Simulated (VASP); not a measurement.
Write the native input for VASP 6.6.1 that does the following.

```yaml
Task: density of states
Functional: PBE
Potentials_or_basis: VASP PAW PBE potentials, release 64 (Pt, Se)
Cutoff: 520 eV
k_mesh: 8 × 8 × 7
Occupations: fermi-dirac, width 0.05 eV
Spin: no spin polarisation
Hubbard_terms: Pt d U = 5.0 eV
Dipole_correction: no
k_mesh_for_the_DOS: 12 × 12 × 11
Occupations_for_the_DOS: tetrahedron
Further_INCAR_settings: ALGO = Normal; EDIFF = 1e-06
```

PtSe:

```
CELL_PARAMETERS angstrom
3.70187 0.00000 0.00000
-1.85094 3.20591 0.00000
0.00000 0.00000 3.61284
ATOMIC_POSITIONS crystal
Pt 0.00000 0.00000 0.00000
Se 0.66667 0.33333 0.50000
```

The input as run:

POSCAR

```
PtSe
1.0
    3.7018703300      0.0000000000      0.0000000000
   -1.8509351600      3.2059137500      0.0000000000
    0.0000000000      0.0000000000      3.6128420300
Pt Se
1 1
Direct
    0.0000000000      0.0000000000      0.0000000000
    0.6666666667      0.3333333333      0.5000000000
```

INCAR.step1

```
ALGO = Normal
EDIFF = 1E-6
ENCUT = 520
GGA = PE
ISIF = 2
ISMEAR = -1
LASPH = T
LCHARG = T
LDAU = T
LDAUJ = 0 0
LDAUL = 2 -1
LDAUPRINT = 1
LDAUTYPE = 2
LDAUU = 5 0
LMAXMIX = 4
LREAL = F
LWAVE = F
NBANDS = 15
NELM = 150
PREC = Accurate
SIGMA = 0.05
```

KPOINTS.step1

```
k-points
0
Gamma
  8 8 7
```

INCAR.step2

```
ALGO = Normal
EDIFF = 1E-6
ENCUT = 520
GGA = PE
ICHARG = 11
ISIF = 2
ISMEAR = -5
LASPH = T
LCHARG = F
LDAU = T
LDAUJ = 0 0
LDAUL = 2 -1
LDAUPRINT = 1
LDAUTYPE = 2
LDAUU = 5 0
LMAXMIX = 4
LORBIT = 11
LREAL = F
LWAVE = F
NEDOS = 1001
NELM = 150
PREC = Accurate
SIGMA = 0.05
```

KPOINTS.step2

```
k-points
0
Gamma
  12 12 11
```

Potentials or basis: VASP PAW PBE potentials, release 64 (Pt, Se).

Command:

```console
$ cat potpaw_PBE.64/Pt/POTCAR potpaw_PBE.64/Se/POTCAR > POTCAR
$ cp INCAR.step1 INCAR
$ cp KPOINTS.step1 KPOINTS
$ mpirun -np 1 vasp_std > vasp.out
$ cp INCAR.step2 INCAR
$ cp KPOINTS.step2 KPOINTS
$ mpirun -np 1 vasp_std > vasp.out
```

Results of the run:

| Quantity | Value |
| --- | --- |
| Valence electrons inside the program's atomic spheres | Pt 9.29; Se 3.60 |

Caveat: spin-orbit coupling is left out, which moves the levels of the heavy elements; U without spin polarisation on a metal has little footing.

Run time: 88 s on 1 thread of Intel Xeon 8259CL, on a shared host, peak memory 0.2 GiB.
